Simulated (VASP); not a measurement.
# FeSi (P2_13) in VASP: relaxation of cell and atoms with PBE

Aim: the relaxation of cell and atoms of FeSi with PBE.

Program: VASP 6.6.1. These are calculated values, not measurements. Logs are shortened: lines on timing, memory, paths and dates and some standing lists are left out, and cuts for length are marked.

### 1 The cell of the first run

Symmetry: P2_13, No. 198, cubic system. Conventional cell: a = 4.449 Å, b = 4.449 Å, c = 4.449 Å, α = 90.00°, β = 90.00°, γ = 90.00°. Fe (site symmetry 3) has 7 Si at 2.27 to 2.50 Å and 6 Fe at 2.73 Å within 3.0 Å. Si (site symmetry 3) has 7 Fe at 2.27 to 2.50 Å and 6 Si at 2.76 Å within 3.0 Å.

### 2 Relaxation of cell and atoms, PBE

INCAR reads:

```
SYSTEM = FeSi
  PREC = Accurate
  ENCUT = 600
  EDIFF = 1E-6
  ISMEAR = 0
  SIGMA = 0.01
  LREAL = .FALSE.
  LASPH = .TRUE.
  NELM = 80
  ALGO = Normal
  ISIF = 3
  LWAVE = .FALSE.
  LCHARG = .FALSE.
  GGA = PE
  IBRION = 2
  NSW = 100
  EDIFFG = -0.002
```

KPOINTS reads:

```
Automatic mesh
0
G
  8 8 8
  0 0 0
```

POSCAR reads:

```
FeSi
1.0
    4.4486568050      0.0000000000      0.0000000000
    0.0000000000      4.4486568050      0.0000000000
    0.0000000000      0.0000000000      4.4486568050
Fe Si
4 4
Direct
    0.1354867592      0.1354867592      0.1354867592
    0.3645132408      0.8645132408      0.6354867592
    0.6354867592      0.3645132408      0.8645132408
    0.8645132408      0.6354867592      0.3645132408
    0.8409262386      0.8409262386      0.8409262386
    0.6590737614      0.1590737614      0.3409262386
    0.3409262386      0.6590737614      0.1590737614
    0.1590737614      0.3409262386      0.6590737614
```

Potentials or basis: VASP PAW PBE potentials, release 64 (Fe, Si).

Run with:

```
cat potpaw_PBE.64/Fe/POTCAR potpaw_PBE.64/Si/POTCAR > POTCAR
mpirun -np 1 vasp_std > vasp.out
```

OUTCAR:

```text
SYSTEM = FeSi
   PREC = Accurate
   ENCUT = 600
   EDIFF = 1E-6
   ISMEAR = 0
   LREAL = .FALSE.
   LASPH = .TRUE.
   NELM = 80
   ISIF = 3
   GGA = PE
   IBRION = 2
   NSW = 100
   EDIFFG = -0.002

 ion  position               nearest neighbor table
   1  0.135  0.135  0.135-   5 2.27   6 2.31   7 2.31   8 2.31   7 2.50   8 2.50   6 2.50   3 2.73
                             4 2.73   2 2.73   2 2.73   4 2.73   3 2.73
   2  0.365  0.865  0.635-   6 2.27   5 2.31   7 2.31   8 2.31   7 2.50   8 2.50   5 2.50   1 2.73
                             1 2.73   3 2.73   3 2.73   4 2.73   4 2.73
   3  0.635  0.365  0.865-   7 2.27   6 2.31   5 2.31   8 2.31   8 2.50   6 2.50   5 2.50   1 2.73
                             4 2.73   2 2.73   2 2.73   4 2.73   1 2.73
   4  0.865  0.635  0.365-   8 2.27   6 2.31   7 2.31   5 2.31   6 2.50   5 2.50   7 2.50   1 2.73
                             3 2.73   2 2.73   1 2.73   2 2.73   3 2.73
   5  0.841  0.841  0.841-   1 2.27   2 2.31   3 2.31   4 2.31   3 2.50   4 2.50   2 2.50   6 2.76
                             7 2.76   8 2.76   6 2.76   8 2.76   7 2.76
   6  0.659  0.159  0.341-   2 2.27   1 2.31   3 2.31   4 2.31   3 2.50   4 2.50   1 2.50   8 2.76
                             5 2.76   5 2.76   7 2.76   7 2.76   8 2.76
   7  0.341  0.659  0.159-   3 2.27   2 2.31   1 2.31   4 2.31   4 2.50   2 2.50   1 2.50   8 2.76
                             5 2.76   8 2.76   6 2.76   6 2.76   5 2.76
   8  0.159  0.341  0.659-   4 2.27   2 2.31   3 2.31   1 2.31   2 2.50   1 2.50   3 2.50   7 2.76
                             5 2.76   7 2.76   5 2.76   6 2.76   6 2.76

  LATTYP: Found a simple cubic cell.
 ALAT       =     4.4486568050

  Lattice vectors:

 A1 = (   4.4486568050,   0.0000000000,   0.0000000000)
 A2 = (   0.0000000000,   4.4486568050,   0.0000000000)
 A3 = (   0.0000000000,   0.0000000000,   4.4486568050)

Analysis of symmetry for initial positions (statically):
=====================================================================
 Subroutine PRICEL returns:
 Original cell was already a primitive cell.

 Routine SETGRP: Setting up the symmetry group for a
 simple cubic supercell.

 Subroutine GETGRP returns: Found 12 space group operations
 (whereof  3 operations were pure point group operations)
 out of a pool of 48 trial point group operations.

The static configuration has the point symmetry C_3 .
 The point group associated with its full space group is T   .

Analysis of symmetry for dynamics (positions and initial velocities):
=====================================================================
 Subroutine PRICEL returns:
 Original cell was already a primitive cell.

 Routine SETGRP: Setting up the symmetry group for a
 simple cubic supercell.

 Subroutine GETGRP returns: Found 12 space group operations
 (whereof  3 operations were pure point group operations)
 out of a pool of 48 trial point group operations.

The dynamic configuration has the point symmetry C_3 .
 The point group associated with its full space group is T   .

 Subroutine INISYM returns: Found 12 space group operations
 (whereof  3 operations are pure point group operations),
 and found     1 'primitive' translations

----------------------------------------------------------------------------------------

                                     Primitive cell

  volume of cell :      88.0414

  direct lattice vectors                    reciprocal lattice vectors
     4.448656805  0.000000000  0.000000000     0.224786951  0.000000000  0.000000000
     0.000000000  4.448656805  0.000000000     0.000000000  0.224786951  0.000000000
     0.000000000  0.000000000  4.448656805     0.000000000  0.000000000  0.224786951

  length of vectors
     4.448656805  4.448656805  4.448656805     0.224786951  0.224786951  0.224786951

  position of ions in fractional coordinates (direct lattice)
     0.135486759  0.135486759  0.135486759
     0.364513241  0.864513241  0.635486759
     0.635486759  0.364513241  0.864513241
     0.864513241  0.635486759  0.364513241
     0.840926239  0.840926239  0.840926239
     0.659073761  0.159073761  0.340926239
     0.340926239  0.659073761  0.159073761
     0.159073761  0.340926239  0.659073761

  ion indices of the primitive-cell ions
   primitive index   ion index
                 1           1
                 2           2
                 3           3
                 4           4
                 5           5
                 6           6
                 7           7
                 8           8

----------------------------------------------------------------------------------------

 KPOINTS: Automatic mesh

Automatic generation of k-mesh.
 Grid dimensions read from file:
 generate k-points for:    8    8    8

 Generating k-lattice:

  Cartesian coordinates                     Fractional coordinates (reciprocal lattice)
     0.028098369  0.000000000  0.000000000     0.125000000  0.000000000  0.000000000
     0.000000000  0.028098369  0.000000000     0.000000000  0.125000000  0.000000000
     0.000000000  0.000000000  0.028098369     0.000000000  0.000000000  0.125000000

  Length of vectors
     0.028098369  0.028098369  0.028098369

  Shift w.r.t. Gamma in fractional coordinates (k-lattice)
     0.000000000  0.000000000  0.000000000

 Subroutine IBZKPT returns following result:
 ===========================================

 Found     45 irreducible k-points:

 Following reciprocal coordinates:
            Coordinates               Weight
  0.000000  0.000000  0.000000      1.000000
  0.125000  0.000000  0.000000      6.000000
  0.250000  0.000000  0.000000      6.000000
  0.375000  0.000000  0.000000      6.000000
  0.500000  0.000000  0.000000      3.000000
  0.125000  0.125000  0.000000     12.000000
[... 16 lines left out ...]
  0.250000  0.125000  0.125000     24.000000
  0.375000  0.125000  0.125000     24.000000
 [... further k-points ...]
   k-points           NKPTS =     45   k-points in BZ     NKDIM =     45   number of bands    NBANDS=     29
   number of dos      NEDOS =    301   number of ions     NIONS =      8
   total plane-waves  NPLWV =  46656
   dimension x,y,z NGX =    36 NGY =   36 NGZ =   36
   dimension x,y,z NGXF=    72 NGYF=   72 NGZF=   72
   ions per type =               4   4
   NGX,Y,Z   is equivalent  to a cutoff of  13.45, 13.45, 13.45 a.u.
   NGXF,Y,Z  is equivalent  to a cutoff of  26.91, 26.91, 26.91 a.u.
 SYSTEM =  FeSi
   PREC   = accura    normal or accurate (medium, high low for compatibility)
   ISTART =      0    job   : 0-new  1-cont  2-samecut
   ICHARG =      2    charge: 1-file 2-atom 10-const
   ISPIN  =      1    spin polarized calculation?
   LNONCOLLINEAR =      F non collinear calculations
   LSORBIT =      F    spin-orbit coupling
   LASPH  =      T    aspherical Exc in radial PAW
   ENCUT  =  600.0 eV  44.10 Ry    6.64 a.u.   8.89  8.89  8.89*2*pi/ulx,y,z
   NELM   =     80;   NELMIN=  2; NELMDL= -5     # of ELM steps
   EDIFF  = 0.1E-05   stopping-criterion for ELM
   LREAL  =      F    real-space projection
   EDIFFG = -.2E-02   stopping-criterion for IOM
   NSW    =    100    number of steps for IOM
   IBRION =      2    ionic relax: 0-MD 1-quasi-New 2-CG
   NFREE  =      1    steps in history (QN), initial steepest desc. (CG)
   ISIF   =      3    stress and relaxation
   ISYM   =      2    0-nonsym 1-usesym 2-fastsym
   POTIM  = 0.5000    time-step for ionic-motion
   TEBEG  =    0.0;   TEEND  =   0.0 temperature during run
   PSTRESS=    0.0 pullay stress
   NELECT =      48.0000    total number of electrons
   NUPDOWN=      -1.0000    fix difference up-down
   EMIN   =  10.00;   EMAX   =-10.00  energy-range for DOS
   EFERMI =   0.00;   METHOD = LEGACY
   ISMEAR =     0;   SIGMA  =   0.01  broadening in eV -4-tet -1-fermi 0-gaus
   EFERMI_NEDOS =   21; number of points for ismear=-14 and -15
   IALGO  =     38    algorithm
   IMIX   =      4    mixing-type and parameters
     AMIX     =   0.40;   BMIX     =  1.00
     AMIX_MAG =   1.60;   BMIX_MAG =  1.00
  volume/ion in A,a.u.               =      11.01        74.27
  Fermi-wavevector in a.u.,A,eV,Ry     =   1.337395  2.527310 24.335723  1.788625
  Thomas-Fermi vector in A             =   2.465947
   LORBIT       =      0    0 simple, 1 ext, 2 COOP (PROOUT), +10 PAW based schemes
   GGA     = PE    functional components
   LHFCALC =     F    Hartree Fock is set to
   AEXX    =    0.0000 exact exchange contribution
   IVDW    =     0    specifies the selected vdW correction
   LEPSILON=     F    determine dielectric tensor
   LRPA    =     F    only Hartree local field effects (RPA)
 conjugate gradient relaxation of ions
 non-spin polarized calculation
 Gauss-broadening in eV      SIGMA  =   0.01
  energy-cutoff  :      600.00
  volume of cell :       88.04
 maximum number of plane-waves:      3016
   NGX = 17   NGY = 17   NGZ = 17

--------------------------------------- Ionic step        1  -------------------------------------------

 number of electron      48.0000006 magnetization

 Free energy of the ion-electron system (eV)
  ---------------------------------------------------
  ext. energy  EPLUGINS =         0.00000000
  ---------------------------------------------------
  free energy    TOTEN  =       -58.77994964 eV

  energy without entropy =      -58.77994964  energy(sigma->0) =      -58.77994964

------------------------ aborting loop because EDIFF is reached ----------------------------------------

  FORCE on cell =-STRESS in cart. coord.  units (eV):
  Direction    XX          YY          ZZ          XY          YZ          ZX
  --------------------------------------------------------------------------------------
  -------------------------------------------------------------------------------------
  Total        0.0617403      0.0617403      0.0617403      0.0000000     -0.0000000      0.0000000
  in kB        1.1235507      1.1235507      1.1235507      0.0000000     -0.0000000      0.0000000
  external PRESSURE =       1.1235507 kB  Pullay stress =       0.0000000 kB
[... 107 lines left out ...]
  FREE ENERGIE OF THE ION-ELECTRON SYSTEM (eV)
  ---------------------------------------------------
  free  energy   TOTEN  =       -58.7809417272 eV

  energy  without entropy=      -58.7809417272  energy(sigma->0) =      -58.78094173

[... ionic steps 4 to 11 ...]

--------------------------------------- Ionic step       12  -------------------------------------------

 number of electron      48.0000018 magnetization

------------------------ aborting loop because EDIFF is reached ----------------------------------------

  FORCE on cell =-STRESS in cart. coord.  units (eV):
  Direction    XX          YY          ZZ          XY          YZ          ZX
  --------------------------------------------------------------------------------------
  -------------------------------------------------------------------------------------
  Total        0.0197177      0.0197177      0.0197177     -0.0000000     -0.0000000     -0.0000000
  in kB        0.3589803      0.3589803      0.3589803     -0.0000000     -0.0000000     -0.0000000
  external PRESSURE =       0.3589803 kB  Pullay stress =       0.0000000 kB
[... 69 lines left out ...]
  energy  without entropy=      -58.7811591398  energy(sigma->0) =      -58.78115914

--------------------------------------- Ionic step       14  -------------------------------------------

 number of electron      48.0000018 magnetization

 Free energy of the ion-electron system (eV)
  ---------------------------------------------------
  ext. energy  EPLUGINS =         0.00000000
  ---------------------------------------------------
  free energy    TOTEN  =       -58.78115999 eV

  energy without entropy =      -58.78115999  energy(sigma->0) =      -58.78115999

 E-fermi :   9.8155     XC(G=0): -12.7989

 val. band max:        9.7220722336   @ k =  -0.1250   0.3750   0.0000
 cond. band min:       9.8817896189   @ k =   0.2500   0.2500   0.0000
 fundamental gap:      0.1597173853
 Fermi energy:         9.8155151566

 k-point     1 :       0.0000    0.0000    0.0000
  band No.  band energies     occupation
      1      -3.5193      2.00000
      2       1.8356      2.00000
      3       1.8356      2.00000
      4       1.8356      2.00000
      5       4.6721      2.00000
      6       4.6721      2.00000
[... 757 lines left out ...]
     28      11.8618      0.00000
     29      12.1582      0.00000

 [... further k-points ...]

------------------------ aborting loop because EDIFF is reached ----------------------------------------

  FORCE on cell =-STRESS in cart. coord.  units (eV):
  Direction    XX          YY          ZZ          XY          YZ          ZX
  --------------------------------------------------------------------------------------
  -------------------------------------------------------------------------------------
  Total       -0.0103722     -0.0103722     -0.0103722      0.0000000      0.0000000      0.0000000
  in kB       -0.1888230     -0.1888230     -0.1888230      0.0000000      0.0000000      0.0000000
  external PRESSURE =      -0.1888230 kB  Pullay stress =       0.0000000 kB
[... 23 lines left out ...]
  FREE ENERGIE OF THE ION-ELECTRON SYSTEM (eV)
  ---------------------------------------------------
  free  energy   TOTEN  =       -58.7811599898 eV

  energy  without entropy=      -58.7811599898  energy(sigma->0) =      -58.78115999

 reached required accuracy - stopping structural energy minimisation
```

It took 6.9 min on 1 thread of Intel Xeon 6975P-C (Granite Rapids), shared host; peak memory 0.27 GiB.

Results:

```yaml
Free_energy: -58.7812 eV
Relaxed_volume: 11.00 Å³/atom
Relaxed_cell: a = 4.448 Å, b = 4.448 Å, c = 4.448 Å, α = 90.00°, β = 90.00°, γ = 90.00°
Space_group_after_relaxing_to_0.1_Å: P2_13 (No. 198)
Energy_gained_by_relaxing: 0.2 meV/atom
Ionic_steps: 14
Pressure_after_relaxing: 0.0 GPa
Band_gap_on_the_k_mesh: 0.16 eV (least direct gap 0.17 eV)
```

The path:
| step | energy change (eV) | largest force (eV/Å) | pressure (GPa) | volume (Å³) |
| --- | --- | --- | --- | --- |
| 1 | 0.0000 | 0.0842 | 0.11 | 88.04 |
| 2 | -0.0010 | 0.0268 | -0.23 | 88.14 |
| 3 | -0.0010 | 0.0133 | -0.35 | 88.16 |
| 4 | -0.0010 | 0.0256 | 0.28 | 87.89 |
| 5 | -0.0012 | 0.0162 | 0.06 | 88.03 |
| 6 | -0.0012 | 0.0154 | -0.03 | 88.04 |
| 7 | -0.0012 | 0.0158 | -0.02 | 88.03 |
| 8 | -0.0012 | 0.0161 | -0.01 | 88.03 |
| 9 | -0.0012 | 0.0050 | 0.01 | 88.02 |
| 10 | -0.0012 | 0.0035 | 0.01 | 88.02 |
| 11 | -0.0012 | 0.0038 | -0.02 | 88.02 |
| 12 | -0.0012 | 0.0019 | 0.04 | 88.00 |
| 13 | -0.0012 | 0.0023 | 0.03 | 88.01 |
| 14 | -0.0012 | 0.0010 | -0.02 | 88.01 |

Final structure:
```
Fe Si
1.0
     4.44811    0.00000    0.00000
     0.00000    4.44811    0.00000
     0.00000    0.00000    4.44811
Fe Si
4 4
Direct
  0.13637 0.13637 0.13637
  0.36363 0.86363 0.63637
  0.63637 0.36363 0.86363
  0.86363 0.63637 0.36363
  0.84078 0.84078 0.84078
  0.65922 0.15922 0.34078
  0.34078 0.65922 0.15922
  0.15922 0.34078 0.65922
```

Levels at points of the mesh, in eV from the valence-band top:
| k point | band 22 | band 23 | band 24 | band 25 | band 26 | band 27 |
| --- | --- | --- | --- | --- | --- | --- |
| (0.00, 0.00, 0.00) | -0.29 | -0.04 | -0.04 | 0.66 | 0.66 | 0.66 |
| (0.50, 0.00, 0.00) | -0.38 | -0.01 | -0.01 | 0.20 | 0.20 | 1.72 |
| (0.50, 0.50, 0.00) | -1.01 | -0.36 | -0.36 | 0.64 | 0.64 | 1.30 |
| (0.50, 0.50, 0.50) | -0.67 | -0.67 | -0.67 | 0.50 | 0.50 | 0.50 |
